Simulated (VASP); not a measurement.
# RbBr3 (I4/mmm) in VASP: further runs

The runs below take RbBr3 through single point, with PBE.

Everything below comes from runs of VASP 6.6.1. Logs are shortened: lines on timing, memory, paths and dates and some standing lists are left out, and cuts for length are marked.

### Step 1. The cell of the first run

It takes space group I4/mmm (No. 139, tetragonal). Conventional cell: a = 4.517 Å, b = 4.517 Å, c = 12.874 Å, α = 90.00°, β = 90.00°, γ = 90.00°. Within 4.2 Å of Rb (site symmetry 4/mmm) lie 12 Br at 3.19 to 3.93 Å. Within 4.2 Å of Br (site symmetry -4m2) lie 8 Br at 3.19 to 3.93 Å and 4 Rb at 3.93 Å. Br (site symmetry 4/mmm) has 4 Rb at 3.19 Å and 8 Br at 3.93 Å within 4.2 Å.

### Step 2. Single point, PBE

Contents of INCAR:

```
  PREC = Accurate
  ENCUT = 500
  EDIFF = 1E-6
  ISMEAR = 0
  SIGMA = 0.1
  LREAL = F
  LASPH = T
  NELM = 120
  ALGO = Normal
  ISIF = 2
  LWAVE = F
  LCHARG = F
  GGA = PE
  NBANDS = 23
  GGA_COMPAT = F
```

Contents of KPOINTS:

```
regular mesh
0
Gamma
  14 14 14
```

Contents of POSCAR:

```
RbBr3
1.0
   -2.2585671000      2.2585671000      6.4370042300
    2.2585671000     -2.2585671000      6.4370042300
    2.2585671000      2.2585671000     -6.4370042300
Rb Br
1 3
Direct
    0.0000000000      0.0000000000      0.0000000000
    0.7500000000      0.2500000000      0.5000000000
    0.2500000000      0.7500000000      0.5000000000
    0.5000000000      0.5000000000      0.0000000000
```

Potentials or basis: VASP PAW PBE potentials, release 64 (Rb_sv, Br).

The run is started by

```
$ cat potpaw_PBE.64/Rb_sv/POTCAR potpaw_PBE.64/Br/POTCAR > POTCAR
$ mpirun -np 1 vasp_std > vasp.out
```

OUTCAR:

```text
PREC = Accurate
   ENCUT = 500
   EDIFF = 1E-6
   ISMEAR = 0
   LREAL = F
   LASPH = T
   NELM = 120
   ISIF = 2
   GGA = PE

 ion  position               nearest neighbor table
   1  0.000  0.000  0.000-   4 3.19   4 3.19   4 3.19   4 3.19   2 3.93   2 3.93   3 3.93   3 3.93
                             3 3.93   2 3.93   3 3.93   2 3.93
   2  0.750  0.250  0.500-   1 3.93   1 3.93   1 3.93   1 3.93
   3  0.250  0.750  0.500-   1 3.93   1 3.93   1 3.93   1 3.93
   4  0.500  0.500  0.000-   1 3.19   1 3.19   1 3.19   1 3.19

  LATTYP: Found a body centered tetragonal cell.
 ALAT       =     4.5171342000
 C/A-ratio  =     2.8500389605

  Lattice vectors:

 A1 = (  -2.2585671000,   2.2585671000,   6.4370042300)
 A2 = (   2.2585671000,  -2.2585671000,   6.4370042300)
 A3 = (   2.2585671000,   2.2585671000,  -6.4370042300)

Analysis of symmetry for initial positions (statically):
=====================================================================
 Subroutine PRICEL returns:
 Original cell was already a primitive cell.

 Routine SETGRP: Setting up the symmetry group for a
 body centered tetragonal supercell.

 Subroutine GETGRP returns: Found 16 space group operations
 (whereof 16 operations were pure point group operations)
 out of a pool of 16 trial point group operations.

The static configuration has the point symmetry D_4h.

Analysis of symmetry for dynamics (positions and initial velocities):
=====================================================================
 Subroutine PRICEL returns:
 Original cell was already a primitive cell.

 Routine SETGRP: Setting up the symmetry group for a
 body centered tetragonal supercell.

 Subroutine GETGRP returns: Found 16 space group operations
 (whereof 16 operations were pure point group operations)
 out of a pool of 16 trial point group operations.

The dynamic configuration has the point symmetry D_4h.

 Subroutine INISYM returns: Found 16 space group operations
 (whereof 16 operations are pure point group operations),
 and found     1 'primitive' translations

----------------------------------------------------------------------------------------

                                     Primitive cell

  volume of cell :     131.3439

  direct lattice vectors                    reciprocal lattice vectors
    -2.258567100  2.258567100  6.437004230     0.000000000  0.221379298  0.077675885
     2.258567100 -2.258567100  6.437004230     0.221379298  0.000000000  0.077675885
     2.258567100  2.258567100 -6.437004230     0.221379298  0.221379298  0.000000000

  length of vectors
     7.185908025  7.185908025  7.185908025     0.234611033  0.234611033  0.313077606

  position of ions in fractional coordinates (direct lattice)
     0.000000000  0.000000000  0.000000000
     0.750000000  0.250000000  0.500000000
     0.250000000  0.750000000  0.500000000
     0.500000000  0.500000000  0.000000000

  ion indices of the primitive-cell ions
   primitive index   ion index
                 1           1
                 2           2
                 3           3
                 4           4

----------------------------------------------------------------------------------------

 KPOINTS: regular mesh

Automatic generation of k-mesh.
 Grid dimensions read from file:
 generate k-points for:   14   14   14

 Generating k-lattice:

  Cartesian coordinates                     Fractional coordinates (reciprocal lattice)
     0.000000000  0.015812807  0.005548277     0.071428571  0.000000000  0.000000000
     0.015812807  0.000000000  0.005548277     0.000000000  0.071428571  0.000000000
     0.015812807  0.015812807  0.000000000     0.000000000  0.000000000  0.071428571

  Length of vectors
     0.016757931  0.016757931  0.022362686

  Shift w.r.t. Gamma in fractional coordinates (k-lattice)
     0.000000000  0.000000000  0.000000000

 Subroutine IBZKPT returns following result:
 ===========================================

 Found    244 irreducible k-points:

 Following reciprocal coordinates:
            Coordinates               Weight
  0.000000  0.000000  0.000000      1.000000
  0.071429 -0.000000  0.000000      8.000000
  0.142857 -0.000000  0.000000      8.000000
  0.214286 -0.000000  0.000000      8.000000
  0.285714 -0.000000  0.000000      8.000000
  0.357143  0.000000 -0.000000      8.000000
[... 16 lines left out ...]
  0.214286  0.142857  0.000000     16.000000
  0.285714  0.142857  0.000000     16.000000
 [... further k-points ...]
   k-points           NKPTS =    244   k-points in BZ     NKDIM =    244   number of bands    NBANDS=     23
   number of dos      NEDOS =    301   number of ions     NIONS =      4
   total plane-waves  NPLWV = 157464
   dimension x,y,z NGX =    54 NGY =   54 NGZ =   54
   dimension x,y,z NGXF=   108 NGYF=  108 NGZF=  108
   ions per type =               1   3
   NGX,Y,Z   is equivalent  to a cutoff of  12.49, 12.49, 12.49 a.u.
   NGXF,Y,Z  is equivalent  to a cutoff of  24.99, 24.99, 24.99 a.u.
 SYSTEM =  unknown system
   PREC   = accura    normal or accurate (medium, high low for compatibility)
   ISTART =      0    job   : 0-new  1-cont  2-samecut
   ICHARG =      2    charge: 1-file 2-atom 10-const
   ISPIN  =      1    spin polarized calculation?
   LNONCOLLINEAR =      F non collinear calculations
   LSORBIT =      F    spin-orbit coupling
   LASPH  =      T    aspherical Exc in radial PAW
   ENCUT  =  500.0 eV  36.75 Ry    6.06 a.u.  13.10 13.10 13.10*2*pi/ulx,y,z
   NELM   =    120;   NELMIN=  2; NELMDL= -5     # of ELM steps
   EDIFF  = 0.1E-05   stopping-criterion for ELM
   LREAL  =      F    real-space projection
   EDIFFG = 0.1E-04   stopping-criterion for IOM
   NSW    =      0    number of steps for IOM
   IBRION =     -1    ionic relax: 0-MD 1-quasi-New 2-CG
   NFREE  =      0    steps in history (QN), initial steepest desc. (CG)
   ISIF   =      2    stress and relaxation
   ISYM   =      2    0-nonsym 1-usesym 2-fastsym
   POTIM  = 0.5000    time-step for ionic-motion
   TEBEG  =    0.0;   TEEND  =   0.0 temperature during run
   PSTRESS=    0.0 pullay stress
   NELECT =      30.0000    total number of electrons
   NUPDOWN=      -1.0000    fix difference up-down
   EMIN   =  10.00;   EMAX   =-10.00  energy-range for DOS
   EFERMI =   0.00;   METHOD = LEGACY
   ISMEAR =     0;   SIGMA  =   0.10  broadening in eV -4-tet -1-fermi 0-gaus
   EFERMI_NEDOS =   21; number of points for ismear=-14 and -15
   IALGO  =     38    algorithm
   IMIX   =      4    mixing-type and parameters
     AMIX     =   0.40;   BMIX     =  1.00
     AMIX_MAG =   1.60;   BMIX_MAG =  1.00
  volume/ion in A,a.u.               =      32.84       221.59
  Fermi-wavevector in a.u.,A,eV,Ry     =   1.000719  1.891084 13.625388  1.001438
  Thomas-Fermi vector in A             =   2.133093
   LORBIT       =      0    0 simple, 1 ext, 2 COOP (PROOUT), +10 PAW based schemes
   GGA     = PE    functional components
   LHFCALC =     F    Hartree Fock is set to
   AEXX    =    0.0000 exact exchange contribution
   IVDW    =     0    specifies the selected vdW correction
   LEPSILON=     F    determine dielectric tensor
   LRPA    =     F    only Hartree local field effects (RPA)
 non-spin polarized calculation
 Gauss-broadening in eV      SIGMA  =   0.10
  energy-cutoff  :      500.00
  volume of cell :      131.34
 maximum number of plane-waves:      3367
 NGX is ok and might be reduce to    54
   NGX = 27   NGY = 27   NGZ = 27

 number of electron      29.9999999 magnetization

 Free energy of the ion-electron system (eV)
  ---------------------------------------------------
  ext. energy  EPLUGINS =         0.00000000
  ---------------------------------------------------
  free energy    TOTEN  =        -8.28207333 eV

  energy without entropy =       -8.25621326  energy(sigma->0) =       -8.26914330

 E-fermi :  -0.3650     XC(G=0):  -8.1955

 val. band max:       -0.3655995552   @ k =  -0.0714  -0.1429   0.0714
 cond. band min:      -0.3621989579   @ k =   0.0714   0.0714   0.0000
 fundamental gap:      0.0034005974
 Fermi energy:        -0.3649531999

 k-point     1 :       0.0000    0.0000    0.0000
  band No.  band energies     occupation
      1     -24.7896      2.00000
      2     -14.8555      2.00000
      3     -13.4533      2.00000
      4     -12.8938      2.00000
      5      -9.0232      2.00000
      6      -8.9223      2.00000
[... 15 lines left out ...]
     22       8.6797      0.00000
     23       8.6797      0.00000

 k-point     2 :       0.0714   -0.0000    0.0000
  band No.  band energies     occupation
      1     -24.7891      2.00000
      2     -14.8399      2.00000
      3     -13.4728      2.00000
      4     -12.9000      2.00000
      5      -9.0208      2.00000
      6      -8.9190      2.00000
[... 15 lines left out ...]
     22       8.5270      0.00000
     23       8.6432      0.00000

 k-point     3 :       0.1429   -0.0000    0.0000
  band No.  band energies     occupation
      1     -24.7877      2.00000
      2     -14.7935      2.00000
      3     -13.5301      2.00000
      4     -12.9173      2.00000
      5      -9.0140      2.00000
      6      -8.9098      2.00000
[... 15 lines left out ...]
     22       8.4855      0.00000
     23       8.5996      0.00000
[... 495 lines left out ...]
 k-point    23 :       0.2143    0.1429    0.0000
  band No.  band energies     occupation
      1     -24.7839      2.00000
      2     -14.6639      2.00000
      3     -13.6746      2.00000
      4     -12.9485      2.00000
      5      -8.9929      2.00000
      6      -8.9703      2.00000
[... 15 lines left out ...]
     22       8.1673      0.00000
     23       9.3175      0.00000

 k-point    24 :       0.2857    0.1429    0.0000
  band No.  band energies     occupation
      1     -24.7818      2.00000
      2     -14.5685      2.00000
      3     -13.7790      2.00000
      4     -12.9653      2.00000
      5      -8.9834      2.00000
      6      -8.9638      2.00000
[... 15 lines left out ...]
     22       8.3994      0.00000
     23       9.3895      0.00000

 [... further k-points ...]

------------------------ aborting loop because EDIFF is reached ----------------------------------------

  FORCE on cell =-STRESS in cart. coord.  units (eV):
  Direction    XX          YY          ZZ          XY          YZ          ZX
  --------------------------------------------------------------------------------------
  -------------------------------------------------------------------------------------
  Total        0.4424026      0.4424026      0.8842863      0.0000000     -0.0000000      0.0000000
  in kB        5.3965778      5.3965778     10.7868265      0.0000000     -0.0000000      0.0000000
  external PRESSURE =       7.1933274 kB  Pullay stress =       0.0000000 kB

 VOLUME and BASIS-vectors are now :
 -----------------------------------------------------------------------------
  energy-cutoff  :      500.00
  volume of cell :      131.34
      direct lattice vectors                 reciprocal lattice vectors
    -2.258567100  2.258567100  6.437004230     0.000000000  0.221379298  0.077675885
     2.258567100 -2.258567100  6.437004230     0.221379298  0.000000000  0.077675885
     2.258567100  2.258567100 -6.437004230     0.221379298  0.221379298  0.000000000

 POSITION                                       TOTAL-FORCE (eV/Angst)
 -----------------------------------------------------------------------------------
      0.00000      0.00000      0.00000         0.000000     -0.000000     -0.000000
      0.00000      2.25857      3.21850         0.000000      0.000000     -0.000000
      2.25857      0.00000      3.21850        -0.000000     -0.000000      0.000000
      0.00000      0.00000      6.43700         0.000000     -0.000000     -0.000000
 -----------------------------------------------------------------------------------
    total drift:                               -0.000000      0.000000      0.000000

  FREE ENERGIE OF THE ION-ELECTRON SYSTEM (eV)
  ---------------------------------------------------
  free  energy   TOTEN  =        -8.2820733342 eV

  energy  without entropy=       -8.2562132636  energy(sigma->0) =       -8.26914330
```

Wall time 22 min (1 thread of Intel Xeon 6975P-C (Granite Rapids), shared host); peak memory 0.83 GiB.

Results:

```
Free energy            : -8.2821 eV
Pressure               : 0.7 GPa
Band gap on the k mesh : zero (bands 15 and 16 overlap by 1.02 eV)
```

Stress tensor (GPa, compression positive):
```
0.54 0.00 0.00
0.00 0.54 0.00
0.00 0.00 1.08
```

### Step 3. Single point, PBE

Contents of INCAR:

```
ALGO     = Normal         # electronic algorithm
EDIFF    = 1E-6           # SCF threshold, eV
ENCUT    = 500            # plane-wave cutoff, eV
GGA      = PE             # functional
GGA_COMPAT= F            
ISIF     = 2              # what is computed and relaxed
ISMEAR   = 0              # smearing method
LASPH    = T              # aspherical terms in the spheres
LCHARG   = F              # write CHGCAR
LREAL    = F              # projectors in reciprocal space
LWAVE    = F              # write WAVECAR
NBANDS   = 23             # bands
NELM     = 120            # most SCF steps
PREC     = Accurate       # precision mode
SIGMA    = 0.5            # smearing width, eV
```

Contents of KPOINTS:

```
k-points
0
Gamma
  14 14 14
```

POSCAR is that of step 2.

Potentials or basis: VASP PAW PBE potentials, release 64 (Rb_sv, Br).

The run is started by

```
$ cat potpaw_PBE.64/Rb_sv/POTCAR potpaw_PBE.64/Br/POTCAR > POTCAR
$ mpirun -np 1 vasp_std > vasp.out
```

Wall time 15 min (1 thread of Intel Xeon 6975P-C (Granite Rapids), shared host); peak memory 0.8 GiB.

It converged, with:

```
Free energy            : -8.5237 eV
Pressure               : 1.2 GPa
Band gap on the k mesh : zero (bands 15 and 16 overlap by 1.21 eV)
```

Stress tensor (GPa, compression positive):
```
1.26 0.00 0.00
0.00 1.26 0.00
0.00 0.00 0.97
```

Levels at points of the mesh, in eV from the Fermi level:
| k point | band 12 | band 13 | band 14 | band 15 | band 16 | band 17 | band 18 | band 19 |
| --- | --- | --- | --- | --- | --- | --- | --- | --- |
| (0.00, 0.00, 0.00) | -0.57 | -0.57 | -0.15 | 0.33 | 0.33 | 5.12 | 6.10 | 6.81 |
| (0.50, 0.00, 0.00) | -1.59 | -1.53 | -1.20 | -0.95 | -0.26 | 7.43 | 7.64 | 8.39 |
| (0.50, 0.50, 0.00) | -0.78 | -0.67 | -0.37 | 0.82 | 0.82 | 6.37 | 6.42 | 7.97 |
| (0.50, 0.50, 0.50) | -0.72 | -0.50 | -0.50 | 0.30 | 0.30 | 5.60 | 6.17 | 6.73 |

Caveat: so wide a smearing shifts energies and pressures.

### Step 4. Single point, PBE

Contents of INCAR:

```
ALGO = Normal
EDIFF = 1E-6
ENCUT = 500
GGA = PE
GGA_COMPAT = F
ISIF = 2
ISMEAR = -1
LASPH = T
LCHARG = F
LREAL = F
LWAVE = F
NBANDS = 23
NELM = 120
PREC = Accurate
SIGMA = 0.05
```

KPOINTS is that of step 3.

POSCAR is that of step 3.

The run is started by

```
$ cat potpaw_PBE.64/Rb_sv/POTCAR potpaw_PBE.64/Br/POTCAR > POTCAR
$ mpirun -np 1 vasp_std > vasp.out
```

Run time: 23 min. Hardware: 1 thread of AMD EPYC 9R45 (Zen 5), shared host; peak memory 0.8 GiB.

Results (log left out):

* Free energy: -8.2904 eV
* Pressure: 0.7 GPa
* Band gap on the k mesh: zero (bands 15 and 16 overlap by 1.03 eV)

Stress tensor (GPa, compression positive):
```
0.55 0.00 0.00
0.00 0.55 0.00
0.00 0.00 1.09
```

Levels at points of the mesh, in eV from the Fermi level:
```
           k point  band 12  band 13  band 14  band 15  band 16  band 17  band 18  band 19
(0.00, 0.00, 0.00)    -0.26    -0.26     0.07     0.34     0.34     5.31     6.35     6.85
(0.50, 0.00, 0.00)    -1.58    -1.47    -0.97    -0.65    -0.06     7.58     7.83     8.57
(0.50, 0.50, 0.00)    -0.47    -0.40    -0.12     0.81     0.81     6.51     6.61     8.17
(0.50, 0.50, 0.50)    -0.60    -0.19    -0.19     0.30     0.30     5.85     6.25     6.95
```

(Continued in part 2 of 2.)

The gap in the log of VASP goes by the Fermi energy; the results here count the filled bands.